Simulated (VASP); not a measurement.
# Mg3Sb2 (P-3m1) in VASP: a series of runs, part 2 of 2

VASP 6.6.1. The steps go on from the part before.

## Step 3: Relaxation of shape and atoms at fixed volume, BLYP (28.34 Å³/atom)

This run uses another cell than the first one, of 28.34 Å³/atom.

Input file INCAR:

```
SYSTEM = Mg3Sb2
  AGGAC = 1.0
  AGGAX = 1.0
  ALDAC = 0.0
  ALDAX = 1.0
  ALGO = Normal
  EDIFF = 1E-7
  EDIFFG = -0.01
  ENCUT = 600
  GGA = B5
  GGA_COMPAT = .False.
  IBRION = 2
  ISIF = 4
  ISMEAR = 0
  LASPH = .True.
  LCHARG = .False.
  LREAL = .False.
  LWAVE = .False.
  NELM = 120
  NELMIN = 4
  NSW = 60
  PREC = Accurate
  SIGMA = 0.05
```

Input file KPOINTS:

```
k-points
0
Gamma
  6 6 4
  0 0 0
```

Input file POSCAR:

```
Mg3Sb2
1.0
    4.6796140182      0.0000000000      0.0000000000
   -2.3398070091      4.0526646196      0.0000000000
    0.0000000000      0.0000000000      7.4718187807
Sb Mg
2 3
Direct
    0.3333333333      0.6666666667      0.2317509306
    0.6666666667      0.3333333333      0.7682490694
    0.0000000000      0.0000000000      0.0000000000
    0.3333333333      0.6666666667      0.6326135186
    0.6666666667      0.3333333333      0.3673864814
```

Potentials or basis: VASP PAW PBE potentials, release 64 (Sb, Mg).

Launch:

```bash
$ cat potpaw_PBE.64/Sb/POTCAR potpaw_PBE.64/Mg/POTCAR > POTCAR
$ mpirun -np 1 vasp_std > vasp.out
```

OUTCAR:

```text
SYSTEM = Mg3Sb2
   EDIFF = 1E-7
   EDIFFG = -0.01
   ENCUT = 600
   GGA = B5
   IBRION = 2
   ISIF = 4
   ISMEAR = 0
   LASPH = .True.
   LREAL = .False.
   NELM = 120
   NELMIN = 4
   NSW = 60
   PREC = Accurate

 ion  position               nearest neighbor table
   1  0.333  0.667  0.232-   5 2.89   5 2.89   5 2.89   4 3.00   3 3.21   3 3.21   3 3.21
   2  0.667  0.333  0.768-   4 2.89   4 2.89   4 2.89   5 3.00   3 3.21   3 3.21   3 3.21
   3  0.000  0.000  0.000-   1 3.21   2 3.21   1 3.21   2 3.21   2 3.21   1 3.21
   4  0.333  0.667  0.633-   2 2.89   2 2.89   2 2.89   1 3.00   5 3.35   5 3.35   5 3.35
   5  0.667  0.333  0.367-   1 2.89   1 2.89   1 2.89   2 3.00   4 3.35   4 3.35   4 3.35

  LATTYP: Found a hexagonal cell.
 ALAT       =     4.6796140182
 C/A-ratio  =     1.5966741598

  Lattice vectors:

 A1 = (   4.6796140182,   0.0000000000,   0.0000000000)
 A2 = (  -2.3398070091,   4.0526646196,   0.0000000000)
 A3 = (   0.0000000000,   0.0000000000,   7.4718187807)

Analysis of symmetry for initial positions (statically):
=====================================================================
 Subroutine PRICEL returns:
 Original cell was already a primitive cell.

 Routine SETGRP: Setting up the symmetry group for a
[... 166 lines left out ...]

 number of electron      16.0000000 magnetization

 Free energy of the ion-electron system (eV)
  ---------------------------------------------------
  ext. energy  EPLUGINS =         0.00000000
  ---------------------------------------------------
  free energy    TOTEN  =       -11.46002647 eV

  energy without entropy =      -11.46002644  energy(sigma->0) =      -11.46002645

------------------------ aborting loop because EDIFF is reached ----------------------------------------

  FORCE on cell =-STRESS in cart. coord.  units (eV):
  Direction    XX          YY          ZZ          XY          YZ          ZX
  --------------------------------------------------------------------------------------
  -------------------------------------------------------------------------------------
  Total       -0.5102035     -0.5102035     -0.4332691     -0.0000000      0.0000000      0.0000000
  in kB       -5.7686870     -5.7686870     -4.8988171     -0.0000000      0.0000000      0.0000000
  external PRESSURE =      -5.4787304 kB  Pullay stress =       0.0000000 kB
[... 65 lines left out ...]
--------------------------------------- Ionic step        3  -------------------------------------------

 number of electron      16.0000000 magnetization

 Free energy of the ion-electron system (eV)
  ---------------------------------------------------
  ext. energy  EPLUGINS =         0.00000000
  ---------------------------------------------------
  free energy    TOTEN  =       -11.46017042 eV

  energy without entropy =      -11.46017041  energy(sigma->0) =      -11.46017041

 E-fermi :   4.3338     XC(G=0):  -7.9024

 val. band max:        4.1736697375   @ k =   0.0000   0.0000   0.0000
 cond. band min:       4.5069202664   @ k =   0.0000   0.3333   0.2500
 fundamental gap:      0.3332505289
 Fermi energy:         4.3338340086

 k-point     1 :       0.0000    0.0000    0.0000
  band No.  band energies     occupation
      1      -5.6254      2.00000
      2      -4.6191      2.00000
      3      -0.2416      2.00000
      4       3.3038      2.00000
      5       3.3038      2.00000
      6       3.9079      2.00000
      7       3.9079      2.00000
      8       4.1737      1.99999
      9       5.0569      0.00000
     10       5.5310      0.00000
     11       7.4446      0.00000
     12       7.4446      0.00000
[... 375 lines left out ...]
  FREE ENERGIE OF THE ION-ELECTRON SYSTEM (eV)
  ---------------------------------------------------
  free  energy   TOTEN  =       -11.4601704216 eV

  energy  without entropy=      -11.4601704074  energy(sigma->0) =      -11.46017041

 reached required accuracy - stopping structural energy minimisation
```

OSZICAR:

```text
N       E                     dE             d eps       ncg     rms          rms(c)
DAV:   1     0.587651541263E+02    0.58765E+02   -0.56070E+03   576   0.113E+03
DAV:   2    -0.743239006810E+01   -0.66198E+02   -0.61186E+02   736   0.145E+02
DAV:   3    -0.120977093289E+02   -0.46653E+01   -0.43597E+01   764   0.402E+01
[... 19 lines left out ...]
DAV:   1    -0.114602016584E+02   -0.97030E-04   -0.57413E-03   612   0.460E-01    0.255E-02
DAV:   2    -0.114601880266E+02    0.13632E-04   -0.21274E-04   660   0.865E-02    0.151E-02
DAV:   3    -0.114601702919E+02    0.17735E-04   -0.39609E-05   680   0.341E-02    0.238E-03
DAV:   4    -0.114601704103E+02   -0.11840E-06   -0.34937E-06   668   0.109E-02    0.141E-03
DAV:   5    -0.114601704216E+02   -0.11330E-07   -0.80406E-08   396   0.211E-03
   3 F= -.11460170E+02 E0= -.11460170E+02  d E =-.143954E-03
```

It took 2.5 min on 1 thread of Intel Xeon Platinum 8124M at 3.00GHz (Skylake/Cascade Lake), shared host; peak memory 0.33 GiB.

Results:

- Free energy: -11.4602 eV
- Energy gained by relaxing: 0.0 meV/atom
- Ionic steps: 3
- Pressure after relaxing: -0.5 GPa
- Largest force after relaxing: 0.008 eV/Å
- Band gap on the k mesh: 0.33 eV (least direct gap 0.88 eV)

Forces on the atoms (eV/Å):
```
Sb   0.000  0.000  0.008
Sb   0.000  0.000 -0.008
Mg   0.000  0.000  0.000
Mg   0.000  0.000  0.000
Mg   0.000  0.000  0.000
```

The path:
```csv
step,energy change (eV),largest force (eV/Å),pressure (GPa),volume (Å³)
1,0.0000,0.0237,-0.55,141.70
2,-0.0001,0.0184,-0.54,141.70
3,-0.0001,0.0077,-0.52,141.70
```

Final structure:
```xyz
5
Lattice="4.6761 0.0000 0.0000 -2.3380 4.0496 0.0000 0.0000 0.0000 7.4832" Properties=species:S:1:pos:R:3 pbc="T T T"
Sb    0.0000    2.6997    1.7378
Sb    2.3380    1.3499    5.7454
Mg   -2.3380    4.0496    0.0000
Mg    0.0000    2.6997    4.7345
Mg    2.3380    1.3499    2.7487
```

Caveat: the PAW data sets were made with another functional, which shifts forces and pressure a little; spin-orbit coupling is left out, which moves the levels of the heavy elements. A k mesh can miss the band edges.
